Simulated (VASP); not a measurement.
## Cd: single point with LDA

Crystal: Cd.

```xyz
2
Lattice="2.8819 0.0000 0.0000 -1.4409 2.4958 0.0000 0.0000 0.0000 5.6384" Properties=species:S:1:pos:R:3 pbc="T T T"
Cd    0.0000    1.6638    1.4096
Cd    1.4409    0.8319    4.2288
```

* Program: VASP 6.6.1
* Task: single point
* Functional: LDA
* Potentials or basis: VASP PAW LDA potentials, release 64 (Cd)
* Cutoff: 520 eV
* k mesh: 13 × 13 × 6
* Occupations: fermi-dirac, width 0.1 eV
* Spin: no spin polarisation

```json
{"Pressure": "0.8 GPa", "Band gap on the k mesh": "zero (band 12 reaches 4.47 eV, above the bottom of band 13 at -0.22 eV)"}
```

Stress tensor (GPa, compression positive):
```
 1.92  0.00  0.00
 0.00  1.92  0.00
 0.00  0.00 -1.51
```

Levels at points of the mesh, in eV from the Fermi level:
```tsv
k point	band 9	band 10	band 11	band 12	band 13	band 14	band 15	band 16
(0.00, 0.00, 0.00)	-8.61	-8.37	-8.37	-3.34	-3.31	10.02	14.79	15.28
(0.00, 0.00, 0.50)	-8.48	-8.48	-7.67	-7.67	3.40	3.40	15.58	15.58
```

It took 42 s on 1 thread of Intel(R) Xeon(R) Platinum 8259CL CPU @ 2.50GHz (Skylake/Cascade Lake), on a shared host, peak memory 0.17 GiB.
